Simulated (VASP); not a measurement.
Write the native input for VASP 6.6.1 that does the following.

```
Task                   : relaxation of cell and atoms
Functional             : r2SCAN
Potentials or basis    : VASP PAW PBE potentials, release 64 (Hg)
Cutoff                 : 600 eV
k mesh                 : 7 × 7 × 9
Occupations            : methfessel-paxton, width 0.1 eV
Spin                   : no spin polarisation
Dipole correction      : no
Further INCAR settings : ALGO = Normal; EDIFF = 1e-06; IBRION = 2; EDIFFG = -0.05; NSW = 80; ISIF = 3
```

Crystal: Hg.

```
CELL_PARAMETERS angstrom
5.46670 0.00000 0.00000
-2.73335 4.73430 0.00000
0.00000 0.00000 3.18522
ATOMIC_POSITIONS crystal
Hg 0.33333 0.66667 0.50000
Hg 0.66667 0.33333 0.50000
Hg 0.00000 0.00000 0.00000
```

These files were run (other wordings do the same):

POSCAR

```
Hg
1.0
    5.4666960000      0.0000000000      0.0000000000
   -2.7333480000      4.7342980000      0.0000000000
    0.0000000000      0.0000000000      3.1852180000
Hg
3
Direct
    0.3333333333      0.6666666667      0.5000000000
    0.6666666667      0.3333333333      0.5000000000
    0.0000000000      0.0000000000      0.0000000000
```

INCAR.step1

```
  ALGO = Normal
  EDIFF = 1E-4
  ENCUT = 600
  GGA = PE
  ISMEAR = 1
  LASPH = T
  LCHARG = F
  LREAL = F
  LWAVE = T
  NELM = 80
  PREC = Accurate
  SIGMA = 0.1
```

INCAR.step2

```
  ALGO = Normal
  EDIFF = 1E-6
  EDIFFG = -0.05
  ENCUT = 600
  IBRION = 2
  ISIF = 3
  ISMEAR = 1
  ISTART = 1
  LASPH = T
  LCHARG = F
  LMIXTAU = T
  LREAL = F
  LWAVE = F
  METAGGA = R2SCAN
  NELM = 80
  NSW = 80
  PREC = Accurate
  SIGMA = 0.1
```

KPOINTS

```
k-points
0
Gamma
  7 7 9
```

Potentials or basis: VASP PAW PBE potentials, release 64 (Hg).

Launch:

```bash
$ cat potpaw_PBE.64/Hg/POTCAR > POTCAR
$ cp INCAR.step1 INCAR
$ mpirun -np 1 vasp_std > vasp.out
$ cp INCAR.step2 INCAR
$ mpirun -np 1 vasp_std > vasp.out
```

It gave:

The pressure after relaxing is -0.2 GPa and the band gap on the k mesh is zero (band 18 reaches 3.16 eV, above the bottom of band 19 at 0.84 eV).

Caveat: the relaxation stopped at its first step, so nothing moved; the PAW data sets were made with another functional, which shifts forces and pressure a little; spin-orbit coupling is left out, which moves the levels of the heavy elements.

Run time: 6.6 min on 1 thread of Intel Xeon 8259CL, on a shared host, peak memory 0.29 GiB.
